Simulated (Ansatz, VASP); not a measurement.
Fe: VASP beside Ansatz

INCAR

```
SYSTEM = Fe
PREC = Accurate
ENCUT = 690
EDIFF = 1E-6
ISMEAR = -1
SIGMA = 0.05
LREAL = .FALSE.
LASPH = .TRUE.
NELM = 200
ALGO = Normal
ISIF = 2
LWAVE = .FALSE.
LCHARG = .FALSE.
ISPIN = 2
MAGMOM = 4
LORBIT = 11
LMAXMIX = 4
LDAU = .TRUE.
LDAUTYPE = 2
LDAUL = 2
LDAUU = 5.3
LDAUJ = 0
LDAUPRINT = 1
GGA = PE
NBANDS = 18
GGA_COMPAT = .FALSE.
```

KPOINTS

```
regular mesh
0
G
  12 12 12
  0 0 0
```

Contents of POSCAR:

```
Fe
1.0
   -1.4304000000      1.4304000000      1.4304000000
    1.4304000000     -1.4304000000      1.4304000000
    1.4304000000      1.4304000000     -1.4304000000
Fe
1
Direct
    0.0000000000      0.0000000000      0.0000000000
```

Input for Ansatz:

```yaml
crystal:
  lattice:
    - [-1.4304, 1.4304, 1.4304]
    - [1.4304, -1.4304, 1.4304]
    - [1.4304, 1.4304, -1.4304]
  atoms:
    - { symbol: Fe, position: [0.0, 0.0, 0.0], spin: 4.0 }
magnetization:
  spin_polarized: true
hamiltonian:
  xc: pbe
  pseudopotentials: { kind: paw }
  hubbard: { sites: [{ species: Fe, l: d, u_eff: 5.3 }] }
basis:
  ecutwfc: 420
kpoints:
  mp_grid: { grid: [12, 12, 12] }
scf:
  occupations: { method: fermi_dirac, width: 0.05 }
  lower_state_search: "off"
output:
  forces: true
  stress: true
```

Alike in both runs: task single point; functional PBE; k mesh 12 × 12 × 12; occupations fermi-dirac, width 0.05 eV; collinear spin; Hubbard terms Fe d U = 5.3 eV.

```csv
,VASP,Ansatz
version,VASP 6.6.1,Ansatz 0.2.0
potentials or method,"VASP PAW PBE potentials, release 64 (Fe_sv), cutoff 690 eV","PAW, plane waves, scalar-relativistic"
valence electrons in the cell,16,16
```

VASP gave:

| Quantity | Value |
| --- | --- |
| pressure (GPa) | 19.5 |
| net moment per atom (μB) | 2.87 |
| size of the moment on the site where the two differ most (μB) | 3.11 |

Q: What did Ansatz give for the same quantities?

A: Pressure (GPa): 20.3; net moment per atom (μB): 2.82; size of the moment on the site where the two differ most (μB): 2.89.

Site moments also hang on the region over which each program counts them. The programs project onto different local orbitals, so the same U acts differently, and such runs can settle in different states. Ansatz's warnings: filled band counts differ across k points.
